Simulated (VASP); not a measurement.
Input of a VASP 6.6.1 run:

INCAR

```
PREC = Accurate ; ENCUT = 520
EDIFF = 1E-7 ; ISMEAR = -1
SIGMA = 0.1 ; LREAL = False
LASPH = True ; NELM = 60
ALGO = Normal ; ISIF = 2
LWAVE = False ; LCHARG = True
GGA = RE ; LELF = True
LVHAR = True ; NBANDS = 20
```

The input KPOINTS:

```
regular mesh
0
Gamma
  16 16 9
```

File POSCAR:

```
Mn
1.0
    2.4953558020      0.0000000000      0.0000000000
   -1.2476779010      2.1610415160      0.0000000000
    0.0000000000      0.0000000000      4.0340075083
Mn
2
Direct
    0.3333333333      0.6666666667      0.2500000000
    0.6666666667      0.3333333333      0.7500000000
```

Potentials or basis: VASP PAW PBE potentials, release 64 (Mn_pv).

Run with:

```console
$ cat potpaw_PBE.64/Mn_pv/POTCAR > POTCAR
$ mpirun -np 1 vasp_std > vasp.out
```

Problem. What does it give for the band gap on the k mesh?

Solution. Zero (band 13 reaches 11.26 eV, above the bottom of band 14 at 9.34 eV).

Problem. What does it give for the pressure?

Solution. 0.0 GPa.

Stress tensor (GPa, compression positive):
```
 0.09  0.00  0.00
 0.00  0.09  0.00
 0.00  0.00 -0.05
```

Caveat: the PAW data sets were made with another functional, which shifts forces and pressure a little; the run has no spin polarisation, though such a crystal can be magnetic. Spin polarisation is off, so any magnetic state and its effect on volume and gap are missing.
